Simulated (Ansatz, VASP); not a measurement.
One calculation of Pt, two programs

Contents of POSCAR:

```
Pt
1.0
    0.0000000000      1.9609000000      1.9609000000
    1.9609000000      0.0000000000      1.9609000000
    1.9609000000      1.9609000000      0.0000000000
Pt
1
Direct
    0.0000000000      0.0000000000      0.0000000000
```

INCAR.step1

```
ALGO = Normal ; EDIFF = 1E-5
ENCUT = 550 ; GGA = PE
GGA_COMPAT = False ; ISMEAR = 0
LASPH = True ; LCHARG = False
LREAL = False ; LWAVE = True
NBANDS = 11 ; NELM = 120
PREC = Accurate ; SIGMA = 0.1
```

INCAR.step2

```
ALGO = Normal ; EDIFF = 1E-6
ENCUT = 550 ; GGA_COMPAT = False
ISIF = 2 ; ISMEAR = 0
ISTART = 1 ; LASPH = True
LCHARG = True ; LELF = True
LMIXTAU = True ; LREAL = False
LVHAR = True ; LWAVE = False
METAGGA = R2SCAN ; NBANDS = 11
NELM = 120 ; PREC = Accurate
SIGMA = 0.1
```

File KPOINTS:

```
k-points
0
Gamma
  18 18 18
```

Input for Ansatz:

```yaml
crystal:
  lattice:
    - [0.0, 1.9609, 1.9609]
    - [1.9609, 0.0, 1.9609]
    - [1.9609, 1.9609, 0.0]
  atoms:
    - { symbol: Pt, position: [0.0, 0.0, 0.0] }
basis:
  ecutwfc: 500
kpoints:
  mp_grid: { grid: [18, 18, 18] }
hamiltonian:
  xc: r2scan
scf:
  occupations: { method: gaussian, width: 0.1 }
output:
  forces: true
  stress: true
  eigenvalues: true
  populations: true
```

Alike in both runs: task single point; functional r2SCAN; k mesh 18 × 18 × 18; occupations gaussian, width 0.1 eV; no spin polarisation.

```csv
,VASP,Ansatz
version,VASP 6.6.1,Ansatz 0.2.0
potentials or method,"VASP PAW PBE potentials, release 64 (Pt), cutoff 550 eV","scalar-relativistic, plane waves, PAW"
valence electrons in the cell,10,18
```

VASP gave:

- gap on the k mesh at the Fermi level (eV): none
- pressure (GPa): 4.7

Question: Estimate Ansatz's values.

Answer: gap on the k mesh at the Fermi level (eV): none; pressure (GPa): 4.0.

VASP's potentials were made for PBE, not for r2SCAN. A gap of «none» marks a metal or a gap that the smearing closes. The functional is the same, so the differences come from potentials, cutoffs and numerics. VASP's potentials hold 10 valence electrons a cell and Ansatz's 18, so a difference there can come from the potentials and not from the codes.

Spin-orbit coupling is off throughout.
